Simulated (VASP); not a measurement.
# KI (I4/mmm) in VASP: further runs

KI is run at these levels: PBEsol; tasks: single point.

Everything below comes from runs of VASP 6.6.1. Logs are shortened: lines on timing, memory, paths and dates and some standing lists are left out, and cuts for length are marked.

**1. The cell of the first run**

It takes space group I4/mmm (No. 139, tetragonal). The conventional cell has a = 4.586 Å, b = 4.586 Å, c = 7.331 Å, α = 90.00°, β = 90.00°, γ = 90.00°. K (site symmetry 4/mmm) has 6 I at 3.24 to 3.67 Å within 4.3 Å. Within 4.3 Å of I (site symmetry 4/mmm) lie 6 K at 3.24 to 3.67 Å.

**2. Single point, PBEsol (strain -0.080 along x and y, +0.040 along z)**

INCAR

```
PREC = Accurate ; ENCUT = 520
EDIFF = 1E-6 ; ISMEAR = 0
SIGMA = 0.05 ; LREAL = F
LASPH = T ; NELM = 100
ALGO = Normal ; ISIF = 2
LWAVE = F ; LCHARG = F
GGA = PS ; NBANDS = 15
```

KPOINTS

```
regular mesh
0
Gamma
  6 6 6
```

POSCAR

```
KI
1.0
    0.0000000000      3.2425860000      3.6655320000
    3.2425860000      0.0000000000      3.6655320000
    3.2425860000      3.2425860000      0.0000000000
K I
1 1
Direct
    0.0000000000      0.0000000000      0.0000000000
    0.5000000000      0.5000000000      0.5000000000
```

Potentials or basis: VASP PAW PBE potentials, release 64 (K_sv, I).

Run with:

```console
$ cat potpaw_PBE.64/K_sv/POTCAR potpaw_PBE.64/I/POTCAR > POTCAR
$ mpirun -np 1 vasp_std > vasp.out
```

OUTCAR:

```text
PREC = Accurate
   ENCUT = 520
   EDIFF = 1E-6
   ISMEAR = 0
   LREAL = F
   LASPH = T
   NELM = 100
   ISIF = 2
   GGA = PS

 ion  position               nearest neighbor table
   1  0.000  0.000  0.000-   2 3.24   2 3.24   2 3.24   2 3.24   2 3.67   2 3.67
   2  0.500  0.500  0.500-   1 3.24   1 3.24   1 3.24   1 3.24   1 3.67   1 3.67

  LATTYP: Found a body centered tetragonal cell.
 ALAT       =     4.5857090984
 C/A-ratio  =     1.5986762009

  Lattice vectors:

 A1 = (  -3.2425860000,   0.0000000000,   3.6655320000)
 A2 = (   3.2425860000,   0.0000000000,   3.6655320000)
 A3 = (   0.0000000000,   3.2425860000,  -3.6655320000)

Analysis of symmetry for initial positions (statically):
=====================================================================
 Subroutine PRICEL returns:
 Original cell was already a primitive cell.

 Routine SETGRP: Setting up the symmetry group for a
 body centered tetragonal supercell.

 Subroutine GETGRP returns: Found 16 space group operations
 (whereof 16 operations were pure point group operations)
 out of a pool of 16 trial point group operations.

The static configuration has the point symmetry D_4h.

Analysis of symmetry for dynamics (positions and initial velocities):
=====================================================================
 Subroutine PRICEL returns:
 Original cell was already a primitive cell.

 Routine SETGRP: Setting up the symmetry group for a
 body centered tetragonal supercell.

 Subroutine GETGRP returns: Found 16 space group operations
 (whereof 16 operations were pure point group operations)
 out of a pool of 16 trial point group operations.

The dynamic configuration has the point symmetry D_4h.

 Subroutine INISYM returns: Found 16 space group operations
 (whereof 16 operations are pure point group operations),
 and found     1 'primitive' translations

----------------------------------------------------------------------------------------

                                     Primitive cell

  volume of cell :      77.0815

  direct lattice vectors                    reciprocal lattice vectors
     0.000000000  3.242586000  3.665532000    -0.154197915  0.154197915  0.136405848
     3.242586000  0.000000000  3.665532000     0.154197915 -0.154197915  0.136405848
     3.242586000  3.242586000  0.000000000     0.154197915  0.154197915 -0.136405848

  length of vectors
     4.893923662  4.893923662  4.585709098     0.257216930  0.257216930  0.257216930

  position of ions in fractional coordinates (direct lattice)
     0.000000000  0.000000000  0.000000000
     0.500000000  0.500000000  0.500000000

  ion indices of the primitive-cell ions
   primitive index   ion index
                 1           1
                 2           2

----------------------------------------------------------------------------------------

 KPOINTS: regular mesh

Automatic generation of k-mesh.
 Grid dimensions read from file:
 generate k-points for:    6    6    6

 Generating k-lattice:

  Cartesian coordinates                     Fractional coordinates (reciprocal lattice)
    -0.025699652  0.025699652  0.022734308     0.166666667 -0.000000000  0.000000000
     0.025699652 -0.025699652  0.022734308    -0.000000000  0.166666667  0.000000000
     0.025699652  0.025699652 -0.022734308     0.000000000  0.000000000  0.166666667

  Length of vectors
     0.042869488  0.042869488  0.042869488

  Shift w.r.t. Gamma in fractional coordinates (k-lattice)
     0.000000000  0.000000000  0.000000000

 Subroutine IBZKPT returns following result:
 ===========================================

 Found     30 irreducible k-points:

 Following reciprocal coordinates:
            Coordinates               Weight
  0.000000  0.000000  0.000000      1.000000
  0.166667 -0.000000  0.000000      8.000000
  0.333333 -0.000000  0.000000      8.000000
  0.500000 -0.000000  0.000000      4.000000
  0.166667  0.166667  0.000000      2.000000
  0.333333  0.166667  0.000000      8.000000
[... 16 lines left out ...]
  0.333333  0.000000  0.333333      4.000000
  0.500000 -0.000000  0.333333     16.000000
 [... further k-points ...]
   k-points           NKPTS =     30   k-points in BZ     NKDIM =     30   number of bands    NBANDS=     15
   number of dos      NEDOS =    301   number of ions     NIONS =      2
   total plane-waves  NPLWV =  46656
   dimension x,y,z NGX =    36 NGY =   36 NGZ =   36
   dimension x,y,z NGXF=    72 NGYF=   72 NGZF=   72
   ions per type =               1   1
   NGX,Y,Z   is equivalent  to a cutoff of  12.23, 12.23, 13.05 a.u.
   NGXF,Y,Z  is equivalent  to a cutoff of  24.46, 24.46, 26.10 a.u.
 SYSTEM =  unknown system
   PREC   = accura    normal or accurate (medium, high low for compatibility)
   ISTART =      0    job   : 0-new  1-cont  2-samecut
   ICHARG =      2    charge: 1-file 2-atom 10-const
   ISPIN  =      1    spin polarized calculation?
   LNONCOLLINEAR =      F non collinear calculations
   LSORBIT =      F    spin-orbit coupling
   LASPH  =      T    aspherical Exc in radial PAW
   ENCUT  =  520.0 eV  38.22 Ry    6.18 a.u.   9.10  9.10  8.53*2*pi/ulx,y,z
   NELM   =    100;   NELMIN=  2; NELMDL= -5     # of ELM steps
   EDIFF  = 0.1E-05   stopping-criterion for ELM
   LREAL  =      F    real-space projection
   EDIFFG = 0.1E-04   stopping-criterion for IOM
   NSW    =      0    number of steps for IOM
   IBRION =     -1    ionic relax: 0-MD 1-quasi-New 2-CG
   NFREE  =      0    steps in history (QN), initial steepest desc. (CG)
   ISIF   =      2    stress and relaxation
   ISYM   =      2    0-nonsym 1-usesym 2-fastsym
   POTIM  = 0.5000    time-step for ionic-motion
   TEBEG  =    0.0;   TEEND  =   0.0 temperature during run
   PSTRESS=    0.0 pullay stress
   NELECT =      16.0000    total number of electrons
   NUPDOWN=      -1.0000    fix difference up-down
   EMIN   =  10.00;   EMAX   =-10.00  energy-range for DOS
   EFERMI =   0.00;   METHOD = LEGACY
   ISMEAR =     0;   SIGMA  =   0.05  broadening in eV -4-tet -1-fermi 0-gaus
   EFERMI_NEDOS =   21; number of points for ismear=-14 and -15
   IALGO  =     38    algorithm
   IMIX   =      4    mixing-type and parameters
     AMIX     =   0.40;   BMIX     =  1.00
     AMIX_MAG =   1.60;   BMIX_MAG =  1.00
  volume/ion in A,a.u.               =      38.54       260.09
  Fermi-wavevector in a.u.,A,eV,Ry     =   0.969315  1.831739 12.783641  0.939571
  Thomas-Fermi vector in A             =   2.099357
   LORBIT       =      0    0 simple, 1 ext, 2 COOP (PROOUT), +10 PAW based schemes
   GGA     = PS    functional components
   LHFCALC =     F    Hartree Fock is set to
   AEXX    =    0.0000 exact exchange contribution
   IVDW    =     0    specifies the selected vdW correction
   LEPSILON=     F    determine dielectric tensor
   LRPA    =     F    only Hartree local field effects (RPA)
 non-spin polarized calculation
 Gauss-broadening in eV      SIGMA  =   0.05
  energy-cutoff  :      520.00
  volume of cell :       77.08
 maximum number of plane-waves:      2094
   NGX = 19   NGY = 19   NGZ = 17

 number of electron      15.9999999 magnetization

 Free energy of the ion-electron system (eV)
  ---------------------------------------------------
  ext. energy  EPLUGINS =         0.00000000
  ---------------------------------------------------
  free energy    TOTEN  =        -5.66985153 eV

  energy without entropy =       -5.66985153  energy(sigma->0) =       -5.66985153

 E-fermi :   0.6207     XC(G=0):  -7.8792

 val. band max:        0.3055286618   @ k =   0.0000   0.0000   0.0000
 cond. band min:       4.3187181401   @ k =   0.0000   0.0000   0.0000
 fundamental gap:      4.0131894783
 Fermi energy:         0.6206717152

 k-point     1 :       0.0000    0.0000    0.0000
  band No.  band energies     occupation
      1     -27.8495      2.00000
      2     -11.4452      2.00000
      3     -11.4452      2.00000
      4     -11.4174      2.00000
      5     -10.5357      2.00000
      6       0.1822      2.00000
      7       0.3055      2.00000
      8       0.3055      2.00000
      9       4.3187      0.00000
     10       6.0569      0.00000
     11       6.8857      0.00000
     12       6.8857      0.00000
     13       7.2890      0.00000
     14       7.6666      0.00000
     15      10.0346      0.00000

 k-point     2 :       0.1667   -0.0000    0.0000
  band No.  band energies     occupation
      1     -27.8482      2.00000
      2     -11.5804      2.00000
      3     -11.4420      2.00000
      4     -11.4231      2.00000
      5     -10.3440      2.00000
      6      -0.2881      2.00000
      7       0.0754      2.00000
      8       0.1667      2.00000
      9       4.9845      0.00000
     10       6.3764      0.00000
     11       6.8572      0.00000
     12       7.1940      0.00000
     13       7.7332      0.00000
     14       8.1067      0.00000
     15      11.0753      0.00000

 k-point     3 :       0.3333   -0.0000    0.0000
  band No.  band energies     occupation
      1     -27.8456      2.00000
      2     -11.7719      2.00000
      3     -11.4357      2.00000
      4     -11.4305      2.00000
      5     -10.0375      2.00000
      6      -1.1212      2.00000
      7      -0.1760      2.00000
      8      -0.0853      2.00000
      9       5.5912      0.00000
     10       7.3602      0.00000
     11       7.5484      0.00000
     12       8.0146      0.00000
     13       8.8574      0.00000
     14       9.1764      0.00000
     15      10.0763      0.00000

 k-point     4 :       0.5000   -0.0000    0.0000
  band No.  band energies     occupation
      1     -27.8443      2.00000
      2     -11.8474      2.00000
      3     -11.4342      2.00000
      4     -11.4324      2.00000
      5      -9.9012      2.00000
      6      -1.4674      2.00000
      7      -0.2885      2.00000
      8      -0.2010      2.00000
      9       5.7154      0.00000
     10       8.1532      0.00000
     11       8.2336      0.00000
     12       9.1142      0.00000
     13       9.1564      0.00000
     14       9.1789      0.00000
     15       9.6851      0.00000
[... 307 lines left out ...]
 k-point    22 :      -0.3333    0.5000    0.1667
  band No.  band energies     occupation
      1     -27.8442      2.00000
      2     -11.6038      2.00000
      3     -11.4862      2.00000
      4     -11.4782      2.00000
      5     -10.1615      2.00000
      6      -0.9353      2.00000
      7      -0.4645      2.00000
      8      -0.3181      2.00000
      9       5.8503      0.00000
     10       7.0620      0.00000
     11       7.8839      0.00000
     12       8.9226      0.00000
     13       9.0403      0.00000
     14       9.9289      0.00000
     15      10.3248      0.00000

 k-point    23 :       0.3333    0.0000    0.3333
  band No.  band energies     occupation
      1     -27.8434      2.00000
      2     -11.6465      2.00000
      3     -11.4924      2.00000
      4     -11.4341      2.00000
      5     -10.1685      2.00000
      6      -0.9714      2.00000
      7      -0.2084      2.00000
      8      -0.1374      2.00000
      9       5.1363      0.00000
     10       6.1366      0.00000
     11       8.2119      0.00000
     12       8.8954      0.00000
     13       9.1854      0.00000
     14       9.5610      0.00000
     15      10.0157      0.00000

 k-point    24 :       0.5000   -0.0000    0.3333
  band No.  band energies     occupation
      1     -27.8421      2.00000
      2     -11.6217      2.00000
      3     -11.5019      2.00000
      4     -11.4421      2.00000
      5     -10.1842      2.00000
      6      -0.9326      2.00000
      7      -0.4414      2.00000
      8      -0.2510      2.00000
      9       5.2753      0.00000
     10       6.7233      0.00000
     11       8.1246      0.00000
     12       8.7611      0.00000
     13       9.3669      0.00000
     14       9.9014      0.00000
     15      10.5940      0.00000

 [... further k-points ...]

------------------------ aborting loop because EDIFF is reached ----------------------------------------

  FORCE on cell =-STRESS in cart. coord.  units (eV):
  Direction    XX          YY          ZZ          XY          YZ          ZX
  --------------------------------------------------------------------------------------
  -------------------------------------------------------------------------------------
  Total        2.0209341      2.0209341     -0.2857253      0.0000000     -0.0000000      0.0000000
  in kB       42.0061350     42.0061350     -5.9389446      0.0000000     -0.0000000      0.0000000
  external PRESSURE =      26.0244418 kB  Pullay stress =       0.0000000 kB

 VOLUME and BASIS-vectors are now :
 -----------------------------------------------------------------------------
  energy-cutoff  :      520.00
  volume of cell :       77.08
      direct lattice vectors                 reciprocal lattice vectors
     0.000000000  3.242586000  3.665532000    -0.154197915  0.154197915  0.136405848
     3.242586000  0.000000000  3.665532000     0.154197915 -0.154197915  0.136405848
     3.242586000  3.242586000  0.000000000     0.154197915  0.154197915 -0.136405848

 POSITION                                       TOTAL-FORCE (eV/Angst)
 -----------------------------------------------------------------------------------
      0.00000      0.00000      0.00000         0.000000      0.000000      0.000000
      3.24259      3.24259      3.66553         0.000000      0.000000     -0.000000
 -----------------------------------------------------------------------------------
    total drift:                                0.000000      0.000000      0.000000

  FREE ENERGIE OF THE ION-ELECTRON SYSTEM (eV)
  ---------------------------------------------------
  free  energy   TOTEN  =        -5.6698515293 eV

  energy  without entropy=       -5.6698515293  energy(sigma->0) =       -5.66985153
```

It took 17 s on 1 thread of Intel Xeon Platinum 8488C (Sapphire Rapids), shared host; peak memory 0.22 GiB.

What came out:

| Quantity | Value |
| --- | --- |
| Free energy | -5.6699 eV |
| Pressure | 2.6 GPa |
| Band gap on the k mesh | 4.01 eV |

Levels at points of the mesh, in eV from the valence-band top:
| k point | band 4 | band 5 | band 6 | band 7 | band 8 | band 9 | band 10 | band 11 | band 12 | band 13 |
| --- | --- | --- | --- | --- | --- | --- | --- | --- | --- | --- |
| (0.00, 0.00, 0.00) | -11.72 | -10.84 | -0.12 | 0.00 | 0.00 | 4.01 | 5.75 | 6.58 | 6.58 | 6.98 |
| (0.50, 0.00, 0.00) | -11.74 | -10.21 | -1.77 | -0.59 | -0.51 | 5.41 | 7.85 | 7.93 | 8.81 | 8.85 |
| (0.50, 0.50, 0.00) | -11.77 | -10.67 | -1.40 | -0.32 | -0.32 | 4.55 | 6.04 | 7.95 | 8.93 | 9.10 |
| (0.50, 0.00, 0.50) | -11.75 | -10.61 | -1.21 | -0.63 | -0.51 | 4.49 | 5.95 | 8.23 | 9.05 | 9.21 |

Caveat: the cell differs from its parent crystal (strain -0.080 along x and y, +0.040 along z); the PAW data sets were made with another functional, which shifts forces and pressure a little; spin-orbit coupling is left out, which moves the levels of the heavy elements. A k mesh can miss the band edges.

[end of part 1 of 2]
